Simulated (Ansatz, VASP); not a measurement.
**Be4Se3: VASP beside Ansatz**

```
Be Se
1.0
     1.78219    1.02895   10.88736
    -1.78219    1.02895   10.88736
     0.00000   -2.05789   10.88736
Be Se
4 3
Direct
  0.70379 0.70379 0.70379
  0.13033 0.13033 0.13033
  0.29621 0.29621 0.29621
  0.86967 0.86967 0.86967
  0.77082 0.77082 0.77082
  0.22918 0.22918 0.22918
  0.00000 0.00000 0.00000
```

Alike in both runs: functional PBE; k mesh 5 × 5 × 5; occupations gaussian, width 0.2 eV; no spin polarisation.

Ansatz relaxed the structure, and its values are those at the end. VASP's run is a single point on that final structure, the one shown.

|  | VASP | Ansatz |
| --- | --- | --- |
| version | VASP 6.6.1 | Ansatz 0.2.0 |
| potentials or method | VASP PAW PBE potentials, release 64 (Be, Se), cutoff 520 eV | scalar-relativistic, plane waves, PAW |
| valence electrons in the cell | 26 | 56 |

Ansatz gave:

- gap on the k mesh at the Fermi level (eV): none
- pressure (GPa): 0.1
- rms of the force components (eV/Å): 0.005

Q: Which values does VASP return?

A: gap on the k mesh at the Fermi level (eV): none; pressure (GPa): 0.2; rms of the force components (eV/Å): 0.006.

A gap of «none» marks a metal or a gap that the smearing closes. The functional is the same, so the differences come from potentials, cutoffs and numerics. VASP's potentials hold 26 valence electrons a cell and Ansatz's 56, so a difference there can come from the potentials and not from the codes.

The k mesh is coarse, so the values compare programs but aren't converged.
